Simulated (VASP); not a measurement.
# BaTiO3: single point with PBEsol

BaTiO3:

```
Ba Ti O
1.0
     3.96987    0.00000    0.00000
     0.00000    3.96987    0.00000
     0.00000    0.00000    3.96987
Ba Ti O
1 1 3
Direct
  0.50000 0.50000 0.50000
  0.00000 0.00000 0.00000
  0.00000 0.00000 0.50000
  0.00000 0.50000 0.00000
  0.50000 0.00000 0.00000
```

| Property | Result |
| --- | --- |
| Program | VASP 6.6.1 |
| Task | single point |
| Functional | PBEsol |
| Potentials or basis | VASP PAW PBE potentials, release 64 (Ba_sv, Ti_sv, O) |
| Cutoff | 520 eV |
| k mesh | 7 × 7 × 7 |
| Occupations | fermi-dirac, width 0.05 eV |
| Spin | no spin polarisation |
| Dipole correction | no |
| Further INCAR settings | ALGO = Normal; EDIFF = 1e-07; NBANDS = 28 |

The pressure is 2.0 GPa and the band gap on the k mesh is 1.81 eV, indirect (least direct gap 1.86 eV).

Levels at points of the mesh, in eV from the valence-band top:
```tsv
k point	band 18	band 19	band 20	band 21	band 22	band 23
(0.00, 0.00, 0.00)	-0.06	-0.06	-0.06	1.81	1.81	1.81
```

Wall time 19 s on 1 thread of AMD EPYC 9R45 96-Core Processor (Zen 5), with other jobs on the host, peak memory 0.16 GiB.

Caveat: the PAW data sets were made with another functional, which shifts forces and pressure a little; spin-orbit coupling is left out, which moves the levels of the heavy elements. A k mesh can miss the band edges.
